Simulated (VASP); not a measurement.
# Pd (P6_3/mmc) in VASP: single point with LDA

Aim: the single point of Pd with LDA.

Program: VASP 6.6.1. These are calculated values, not measurements. Logs are shortened: lines on timing, memory, paths and dates and some standing lists are left out, and cuts for length are marked.

### 1 The cell of the first run

Symmetry: P6_3/mmc, No. 194, hexagonal system. The conventional cell has a = 2.784 Å, b = 2.784 Å, c = 4.629 Å, α = 90.00°, β = 90.00°, γ = 120.00°. Within 3.7 Å of Pd (site symmetry -6m2) lie 12 Pd at 2.78 to 2.82 Å.

### 2 Single point, LDA

File INCAR:

```
SYSTEM = Pd
PREC     = Accurate       ! precision mode
ENCUT    = 520            ! plane-wave cutoff, eV
EDIFF    = 1E-6           ! SCF threshold, eV
ISMEAR   = 0              ! smearing method
SIGMA    = 0.1            ! smearing width, eV
LREAL    = .FALSE.        ! projectors in reciprocal space
LASPH    = .TRUE.         ! aspherical terms in the spheres
NELM     = 100            ! most SCF steps
ALGO     = Normal         ! electronic algorithm
ISIF     = 2              ! what is computed and relaxed
LWAVE    = .FALSE.        ! write WAVECAR
LCHARG   = .FALSE.        ! write CHGCAR
NBANDS   = 17             ! bands
```

File KPOINTS:

```
regular mesh
0
G
  12 12 6
  0 0 0
```

File POSCAR:

```
Pd
1.0
    2.7836650500      0.0000000000      0.0000000000
   -1.3918325200      2.4107246500      0.0000000000
    0.0000000000      0.0000000000      4.6288930000
Pd
2
Direct
    0.6666666687      0.3333333278      0.7500000000
    0.3333333292      0.6666666680      0.2500000000
```

Potentials or basis: VASP PAW LDA potentials, release 64 (Pd).

Run with:

```console
$ cat potpaw_LDA.64/Pd/POTCAR > POTCAR
$ mpirun -np 1 vasp_std > vasp.out
```

OUTCAR:

```text
SYSTEM = Pd
   PREC = Accurate
   ENCUT = 520
   EDIFF = 1E-6
   ISMEAR = 0
   LREAL = .FALSE.
   LASPH = .TRUE.
   NELM = 100
   ISIF = 2

 ion  position               nearest neighbor table
   1  0.667  0.333  0.750-   2 2.82   2 2.82   2 2.82   2 2.82   2 2.82   2 2.82
   2  0.333  0.667  0.250-   1 2.82   1 2.82   1 2.82   1 2.82   1 2.82   1 2.82

  LATTYP: Found a hexagonal cell.
 ALAT       =     2.7836650500
 C/A-ratio  =     1.6628771482

  Lattice vectors:

 A1 = (   2.7836650500,   0.0000000000,   0.0000000000)
 A2 = (  -1.3918325200,   2.4107246500,   0.0000000000)
 A3 = (   0.0000000000,   0.0000000000,   4.6288930000)

Analysis of symmetry for initial positions (statically):
=====================================================================
 Subroutine PRICEL returns:
 Original cell was already a primitive cell.

 Routine SETGRP: Setting up the symmetry group for a
 hexagonal supercell.

 Subroutine GETGRP returns: Found 24 space group operations
 (whereof 12 operations were pure point group operations)
 out of a pool of 24 trial point group operations.

The static configuration has the point symmetry D_3d.
 The point group associated with its full space group is D_6h.

Analysis of symmetry for dynamics (positions and initial velocities):
=====================================================================
 Subroutine PRICEL returns:
 Original cell was already a primitive cell.

 Routine SETGRP: Setting up the symmetry group for a
 hexagonal supercell.

 Subroutine GETGRP returns: Found 24 space group operations
 (whereof 12 operations were pure point group operations)
 out of a pool of 24 trial point group operations.

The dynamic configuration has the point symmetry D_3d.
 The point group associated with its full space group is D_6h.

 Subroutine INISYM returns: Found 24 space group operations
 (whereof 12 operations are pure point group operations),
 and found     1 'primitive' translations

----------------------------------------------------------------------------------------

                                     Primitive cell

  volume of cell :      31.0629

  direct lattice vectors                    reciprocal lattice vectors
     2.783665050  0.000000000  0.000000000     0.359238623  0.207406515  0.000000000
    -1.391832520  2.410724650  0.000000000     0.000000000  0.414813031  0.000000000
     0.000000000  0.000000000  4.628893000     0.000000000  0.000000000  0.216034374

  length of vectors
     2.783665050  2.783665048  4.628893000     0.414813031  0.414813031  0.216034374

  position of ions in fractional coordinates (direct lattice)
     0.666666669  0.333333328  0.750000000
     0.333333329  0.666666668  0.250000000

  ion indices of the primitive-cell ions
   primitive index   ion index
                 1           1
                 2           2

----------------------------------------------------------------------------------------

 KPOINTS: regular mesh

Automatic generation of k-mesh.
 Grid dimensions read from file:
 generate k-points for:   12   12    6

 Generating k-lattice:

  Cartesian coordinates                     Fractional coordinates (reciprocal lattice)
     0.029936552  0.017283876  0.000000000     0.083333333 -0.000000000  0.000000000
     0.000000000  0.034567753  0.000000000     0.000000000  0.083333333  0.000000000
     0.000000000  0.000000000  0.036005729     0.000000000  0.000000000  0.166666667

  Length of vectors
     0.034567753  0.034567753  0.036005729

  Shift w.r.t. Gamma in fractional coordinates (k-lattice)
     0.000000000  0.000000000  0.000000000

 Subroutine IBZKPT returns following result:
 ===========================================

 Found     76 irreducible k-points:

 Following reciprocal coordinates:
            Coordinates               Weight
  0.000000  0.000000  0.000000      1.000000
  0.083333  0.000000  0.000000      6.000000
  0.166667  0.000000  0.000000      6.000000
  0.250000  0.000000  0.000000      6.000000
  0.333333  0.000000  0.000000      6.000000
  0.416667  0.000000  0.000000      6.000000
[... 16 lines left out ...]
  0.250000  0.000000  0.166667     12.000000
  0.333333  0.000000  0.166667     12.000000
 [... further k-points ...]
   k-points           NKPTS =     76   k-points in BZ     NKDIM =     76   number of bands    NBANDS=     17
   number of dos      NEDOS =    301   number of ions     NIONS =      2
   total plane-waves  NPLWV =  20736
   dimension x,y,z NGX =    24 NGY =   24 NGZ =   36
   dimension x,y,z NGXF=    48 NGYF=   48 NGZF=   72
   ions per type =               2
   NGX,Y,Z   is equivalent  to a cutoff of  14.33, 14.33, 12.93 a.u.
   NGXF,Y,Z  is equivalent  to a cutoff of  28.67, 28.67, 25.86 a.u.
 SYSTEM =  Pd
   PREC   = accura    normal or accurate (medium, high low for compatibility)
   ISTART =      0    job   : 0-new  1-cont  2-samecut
   ICHARG =      2    charge: 1-file 2-atom 10-const
   ISPIN  =      1    spin polarized calculation?
   LNONCOLLINEAR =      F non collinear calculations
   LSORBIT =      F    spin-orbit coupling
   LASPH  =      T    aspherical Exc in radial PAW
   ENCUT  =  520.0 eV  38.22 Ry    6.18 a.u.   5.18  5.18  8.61*2*pi/ulx,y,z
   NELM   =    100;   NELMIN=  2; NELMDL= -5     # of ELM steps
   EDIFF  = 0.1E-05   stopping-criterion for ELM
   LREAL  =      F    real-space projection
   EDIFFG = 0.1E-04   stopping-criterion for IOM
   NSW    =      0    number of steps for IOM
   IBRION =     -1    ionic relax: 0-MD 1-quasi-New 2-CG
   NFREE  =      0    steps in history (QN), initial steepest desc. (CG)
   ISIF   =      2    stress and relaxation
   ISYM   =      2    0-nonsym 1-usesym 2-fastsym
   POTIM  = 0.5000    time-step for ionic-motion
   TEBEG  =    0.0;   TEEND  =   0.0 temperature during run
   PSTRESS=    0.0 pullay stress
   NELECT =      20.0000    total number of electrons
   NUPDOWN=      -1.0000    fix difference up-down
   EMIN   =  10.00;   EMAX   =-10.00  energy-range for DOS
   EFERMI =   0.00;   METHOD = LEGACY
   ISMEAR =     0;   SIGMA  =   0.10  broadening in eV -4-tet -1-fermi 0-gaus
   EFERMI_NEDOS =   21; number of points for ismear=-14 and -15
   IALGO  =     38    algorithm
   IMIX   =      4    mixing-type and parameters
     AMIX     =   0.40;   BMIX     =  1.00
     AMIX_MAG =   1.60;   BMIX_MAG =  1.00
  volume/ion in A,a.u.               =      15.53       104.81
  Fermi-wavevector in a.u.,A,eV,Ry     =   1.413636  2.671385 27.189429  1.998367
  Thomas-Fermi vector in A             =   2.535261
   LORBIT       =      0    0 simple, 1 ext, 2 COOP (PROOUT), +10 PAW based schemes
   GGA     = CA    functional components
   LHFCALC =     F    Hartree Fock is set to
   AEXX    =    0.0000 exact exchange contribution
   IVDW    =     0    specifies the selected vdW correction
   LEPSILON=     F    determine dielectric tensor
   LRPA    =     F    only Hartree local field effects (RPA)
 non-spin polarized calculation
 Gauss-broadening in eV      SIGMA  =   0.10
  energy-cutoff  :      520.00
  volume of cell :       31.06
 maximum number of plane-waves:       854
 NGX is ok and might be reduce to    24
   NGX = 11   NGY = 11   NGZ = 17

 number of electron      20.0000008 magnetization

 Free energy of the ion-electron system (eV)
  ---------------------------------------------------
  ext. energy  EPLUGINS =         0.00000000
  ---------------------------------------------------
  free energy    TOTEN  =       -12.78720166 eV

  energy without entropy =      -12.75273467  energy(sigma->0) =      -12.76996817

 E-fermi :   8.7311     XC(G=0): -13.2024

 val. band max:        8.7273130073   @ k =   0.3333   0.0833   0.3333
 cond. band min:       8.7335887974   @ k =   0.3333   0.1667   0.5000
 fundamental gap:      0.0062757900
 Fermi energy:         8.7311041389

 k-point     1 :       0.0000    0.0000    0.0000
  band No.  band energies     occupation
      1       1.8882      2.00000
      2       3.7550      2.00000
      3       5.9919      2.00000
      4       6.1904      2.00000
      5       6.1904      2.00000
      6       6.5200      2.00000
[... 9 lines left out ...]
     16      28.1264      0.00000
     17      30.3087      0.00000

 k-point     2 :       0.0833    0.0000    0.0000
  band No.  band energies     occupation
      1       2.1050      2.00000
      2       3.9083      2.00000
      3       5.8664      2.00000
      4       6.2922      2.00000
      5       6.3332      2.00000
      6       6.4567      2.00000
[... 9 lines left out ...]
     16      27.7105      0.00000
     17      28.9716      0.00000

 k-point     3 :       0.1667    0.0000    0.0000
  band No.  band energies     occupation
      1       2.7104      2.00000
      2       4.2691      2.00000
      3       5.6411      2.00000
      4       6.2303      2.00000
      5       6.3226      2.00000
      6       6.6636      2.00000
[... 9 lines left out ...]
     16      27.3492      0.00000
     17      28.0778      0.00000

 k-point     4 :       0.2500    0.0000    0.0000
  band No.  band energies     occupation
      1       3.5135      2.00000
      2       4.4469      2.00000
      3       5.5131      2.00000
      4       5.6816      2.00000
      5       6.1370      2.00000
      6       6.6161      2.00000
[... 9 lines left out ...]
     16      26.3456      0.00000
     17      27.5473      0.00000
[... 343 lines left out ...]
      1       2.9136      2.00000
      2       4.3355      2.00000
      3       5.6800      2.00000
      4       6.0075      2.00000
      5       6.1186      2.00000
      6       6.5867      2.00000
[... 9 lines left out ...]
     16      27.1846      0.00000
     17      27.4818      0.00000

 k-point    23 :       0.2500    0.0000    0.1667
  band No.  band energies     occupation
      1       3.6302      2.00000
      2       4.5312      2.00000
      3       5.4233      2.00000
      4       5.7211      2.00000
      5       5.9814      2.00000
      6       6.6591      2.00000
[... 9 lines left out ...]
     16      25.5280      0.00000
     17      27.1440      0.00000

 k-point    24 :       0.3333    0.0000    0.1667
  band No.  band energies     occupation
      1       3.9766      2.00000
      2       4.3408      2.00000
      3       5.0823      2.00000
      4       5.6233      2.00000
      5       6.4042      2.00000
      6       6.4999      2.00000
[... 9 lines left out ...]
     16      23.7398      0.00000
     17      26.1409      0.00000

 [... further k-points ...]
[... 5 lines left out ...]
  --------------------------------------------------------------------------------------
  -------------------------------------------------------------------------------------
  Total       -3.0659193     -3.0659193     -2.8447223     -0.0000000      0.0000000      0.0000000
  in kB     -158.1355697   -158.1355698   -146.7265585     -0.0000003      0.0000000      0.0000000
  external PRESSURE =    -154.3325660 kB  Pullay stress =       0.0000000 kB

 VOLUME and BASIS-vectors are now :
 -----------------------------------------------------------------------------
  energy-cutoff  :      520.00
  volume of cell :       31.06
      direct lattice vectors                 reciprocal lattice vectors
     2.783665050  0.000000000  0.000000000     0.359238623  0.207406515  0.000000000
    -1.391832520  2.410724650  0.000000000     0.000000000  0.414813031  0.000000000
     0.000000000  0.000000000  4.628893000     0.000000000  0.000000000  0.216034374

 POSITION                                       TOTAL-FORCE (eV/Angst)
 -----------------------------------------------------------------------------------
      1.39183      0.80357      3.47167         0.000000     -0.000000      0.000000
     -0.00000      1.60715      1.15722        -0.000000      0.000000      0.000000
 -----------------------------------------------------------------------------------
    total drift:                               -0.000001      0.000002     -0.000000

  FREE ENERGIE OF THE ION-ELECTRON SYSTEM (eV)
  ---------------------------------------------------
  free  energy   TOTEN  =       -12.7872016620 eV

  energy  without entropy=      -12.7527346739  energy(sigma->0) =      -12.76996817
```

Run time: 10 s. Hardware: 1 thread of Intel Xeon 6975P-C (Granite Rapids), shared host; peak memory 0.16 GiB.

What came out:

| Item | Value |
| --- | --- |
| Free energy | -12.7872 eV |
| Pressure | -15.4 GPa |
| Band gap on the k mesh | zero (band 10 reaches 8.93 eV, above the bottom of band 11 at 8.09 eV) |

Stress tensor (GPa, compression positive):
```
-15.81   0.00   0.00
  0.00 -15.81   0.00
  0.00   0.00 -14.67
```
